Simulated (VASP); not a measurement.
# Sb (Fm-3m) in VASP: a series of runs, part 3 of 3

VASP 6.6.1.

### Step 5. Single point, revPBE (volume scaled by 1.08)

Contents of INCAR:

```
  PREC = Accurate
  ENCUT = 520
  EDIFF = 1E-7
  ISMEAR = -1
  SIGMA = 0.1
  LREAL = False
  LASPH = True
  NELM = 80
  ALGO = Normal
  ISIF = 2
  LWAVE = False
  LCHARG = False
  GGA = RE
  NBANDS = 8
```

Contents of KPOINTS:

```
regular mesh
0
Gamma
  13 13 13
```

Contents of POSCAR:

```
Sb
1.0
    0.0000000000      2.4696506552      2.4696506552
    2.4696506552      0.0000000000      2.4696506552
    2.4696506552      2.4696506552      0.0000000000
Sb
1
Direct
    0.0000000000      0.0000000000      0.0000000000
```

Potentials or basis: VASP PAW PBE potentials, release 64 (Sb).

Command:

```
> cat potpaw_PBE.64/Sb/POTCAR > POTCAR
> mpirun -np 1 vasp_std > vasp.out
```

OUTCAR:

```text
PREC = Accurate
   ENCUT = 520
   EDIFF = 1E-7
   ISMEAR = -1
   LREAL = False
   LASPH = True
   NELM = 80
   ISIF = 2
   GGA = RE

 ion  position               nearest neighbor table
   1  0.000  0.000  0.000-

  LATTYP: Found a face centered cubic cell.
 ALAT       =     4.9393013104

  Lattice vectors:

 A1 = (   0.0000000000,   2.4696506552,   2.4696506552)
 A2 = (   2.4696506552,   0.0000000000,   2.4696506552)
 A3 = (   2.4696506552,   2.4696506552,   0.0000000000)

Analysis of symmetry for initial positions (statically):
=====================================================================
 Subroutine PRICEL returns:
 Original cell was already a primitive cell.

 Routine SETGRP: Setting up the symmetry group for a
 face centered cubic supercell.

 Subroutine GETGRP returns: Found 48 space group operations
 (whereof 48 operations were pure point group operations)
 out of a pool of 48 trial point group operations.

The static configuration has the point symmetry O_h .

Analysis of symmetry for dynamics (positions and initial velocities):
[... 152 lines left out ...]
  ---------------------------------------------------
  free energy    TOTEN  =        -3.47549502 eV

  energy without entropy =       -3.44747807  energy(sigma->0) =       -3.46148655

 E-fermi :   7.1909     XC(G=0):  -9.7165

 val. band max:        7.1628655829   @ k =   0.4615   0.2308   0.0000
 cond. band min:       7.2379192503   @ k =  -0.3846   0.4615   0.0769
 fundamental gap:      0.0750536674
 Fermi energy:         7.1908776243

 k-point     1 :       0.0000    0.0000    0.0000
  band No.  band energies     occupation
      1      -4.8890      2.00000
      2      11.7607      0.00000
      3      11.7607      0.00000
      4      11.7607      0.00000
      5      16.7808      0.00000
      6      16.7808      0.00000
      7      16.7808      0.00000
      8      17.3964      0.00000
[... 243 lines left out ...]
 k-point    24 :       0.4615    0.1538    0.0000
  band No.  band energies     occupation
      1      -1.9072      2.00000
      2       3.2185      2.00000
      3       8.4350      0.00001
      4       9.3750      0.00000
      5      13.6916      0.00000
      6      17.0453      0.00000
      7      17.7646      0.00000
      8      19.4752      0.00000

 [... further k-points ...]
[... 5 lines left out ...]
  --------------------------------------------------------------------------------------
  -------------------------------------------------------------------------------------
  Total       -0.6750907     -0.6750907     -0.6750907     -0.0000000      0.0000000     -0.0000000
  in kB      -35.9034463    -35.9034463    -35.9034463     -0.0000000      0.0000000     -0.0000000
  external PRESSURE =     -35.9034463 kB  Pullay stress =       0.0000000 kB

 VOLUME and BASIS-vectors are now :
 -----------------------------------------------------------------------------
  energy-cutoff  :      520.00
  volume of cell :       30.13
      direct lattice vectors                 reciprocal lattice vectors
     0.000000000  2.469650655  2.469650655    -0.202457784  0.202457784  0.202457784
     2.469650655  0.000000000  2.469650655     0.202457784 -0.202457784  0.202457784
     2.469650655  2.469650655  0.000000000     0.202457784  0.202457784 -0.202457784

 POSITION                                       TOTAL-FORCE (eV/Angst)
 -----------------------------------------------------------------------------------
      0.00000      0.00000      0.00000         0.000000      0.000000      0.000000
 -----------------------------------------------------------------------------------
    total drift:                                0.000000      0.000000      0.000000

  FREE ENERGIE OF THE ION-ELECTRON SYSTEM (eV)
  ---------------------------------------------------
  free  energy   TOTEN  =        -3.4754950220 eV

  energy  without entropy=       -3.4474780750  energy(sigma->0) =       -3.46148655
```

OSZICAR:

```text
N       E                     dE             d eps       ncg     rms          rms(c)
DAV:   1     0.442228699257E+01    0.44223E+01   -0.16181E+03  1352   0.404E+02
DAV:   2    -0.337787049827E+01   -0.78002E+01   -0.74941E+01  1920   0.485E+01
DAV:   3    -0.348005840671E+01   -0.10219E+00   -0.10181E+00  1608   0.600E+00
DAV:   4    -0.348045438089E+01   -0.39597E-03   -0.39596E-03  2064   0.444E-01
DAV:   5    -0.348045498744E+01   -0.60655E-06   -0.60634E-06  1760   0.133E-02    0.143E+00
DAV:   6    -0.347702224303E+01    0.34327E-02   -0.32010E-03  1576   0.304E-01    0.797E-01
DAV:   7    -0.347544390746E+01    0.15783E-02   -0.68037E-03  1472   0.446E-01    0.828E-02
DAV:   8    -0.347549572936E+01   -0.51822E-04   -0.11255E-04  1800   0.801E-02    0.632E-03
DAV:   9    -0.347549560604E+01    0.12332E-06   -0.20471E-06  2008   0.109E-02    0.113E-03
DAV:  10    -0.347549513903E+01    0.46701E-06   -0.10574E-07  1784   0.207E-03    0.113E-03
DAV:  11    -0.347549497077E+01    0.16826E-06   -0.41038E-09  1136   0.543E-04    0.198E-04
DAV:  12    -0.347549502203E+01   -0.51266E-07   -0.24528E-10   960   0.104E-04
   1 F= -.34754950E+01 E0= -.34614865E+01  d E =-.280169E-01
```

stdout:

```text
POSCAR found type information on POSCAR Sb
 POSCAR found :  1 types and       1 ions
 scaLAPACK will be used
 -----------------------------------------------------------------------------
|                                                                             |
|                                                                             |
|     You enforced a specific xc type in the INCAR file but a different       |
|     I HOPE YOU KNOW WHAT YOU ARE DOING!                                     |
|                                                                             |
 -----------------------------------------------------------------------------

 LDA part: xc-table for (Slater+PW92), standard interpolation
 POSCAR, INCAR and KPOINTS ok, starting setup
 FFT: planning ... GRIDC
 FFT: planning ... GRID_SOFT
 FFT: planning ... GRID
 WAVECAR not read
 entering main loop
```

Wall time 8.5 s (1 thread of Intel Xeon 6975P-C (Granite Rapids), shared host); peak memory 0.16 GiB.

What came out:

```
Free energy : -3.4755 eV
Pressure    : -3.6 GPa
```

Caveat: the PAW data sets were made with another functional, which shifts forces and pressure a little; spin-orbit coupling is left out, which moves the levels of the heavy elements.

### Step 6. Single point, revPBE (volume scaled by 1.12)

Contents of INCAR:

```
SYSTEM = Sb
PREC = Accurate ; ENCUT = 520
EDIFF = 1E-6 ; ISMEAR = -1
SIGMA = 0.1 ; LREAL = .False.
LASPH = .True. ; NELM = 80
ALGO = Normal ; ISIF = 2
LWAVE = .False. ; LCHARG = .True.
GGA = RE ; LELF = .True.
LVHAR = .True. ; NBANDS = 8
```

Contents of KPOINTS:

```
Automatic mesh
0
Gamma
  13 13 13
  0 0 0
```

Contents of POSCAR:

```
Sb
1.0
    0.0000000000      2.4997713146      2.4997713146
    2.4997713146      0.0000000000      2.4997713146
    2.4997713146      2.4997713146      0.0000000000
Sb
1
Direct
    0.0000000000      0.0000000000      0.0000000000
```

Potentials or basis: VASP PAW PBE potentials, release 64 (Sb).

Command:

```
> cat potpaw_PBE.64/Sb/POTCAR > POTCAR
> mpirun -np 1 vasp_std > vasp.out
```

Run time: 7.4 s. Hardware: 1 thread of Intel Xeon 6975P-C (Granite Rapids), shared host; peak memory 0.16 GiB.

The run converged. Its results:

```yaml
Free_energy: -3.4460 eV
Pressure: -4.8 GPa
```

Levels at points of the mesh, in eV from the Fermi level:
| k point | band 1 | band 2 | band 3 | band 4 | band 5 | band 6 | band 7 |
| --- | --- | --- | --- | --- | --- | --- | --- |
| (0.00, 0.00, 0.00) | -11.84 | 4.33 | 4.33 | 4.33 | 9.48 | 9.48 | 9.48 |

Caveat: the PAW data sets were made with another functional, which shifts forces and pressure a little; spin-orbit coupling is left out, which moves the levels of the heavy elements.

### Step 7. Summary

```csv
cell,gap on the mesh (eV),pressure (GPa)
"a = 3.262 Å, angles 60.0°, 1 atom",none,9.3
"a = 3.311 Å, angles 60.0°, 1 atom",none,5.5
"a = 3.404 Å, angles 60.0°, 1 atom",none,0.0
"a = 3.493 Å, angles 60.0°, 1 atom",none,-3.6
"a = 3.535 Å, angles 60.0°, 1 atom",none,-4.8
```

Alike in all rows: task single point; level revPBE; potentials or basis VASP PAW PBE potentials, release 64 (Sb); no spin polarisation; k mesh 13 × 13 × 13; cutoff (eV) 520; smearing fermi-dirac 0.1 eV.

Caveats: the PAW data sets were made with another functional, which shifts forces and pressure a little; spin-orbit coupling is left out, which moves the levels of the heavy elements.

Absolute energies hang on the potentials; compare differences alone.
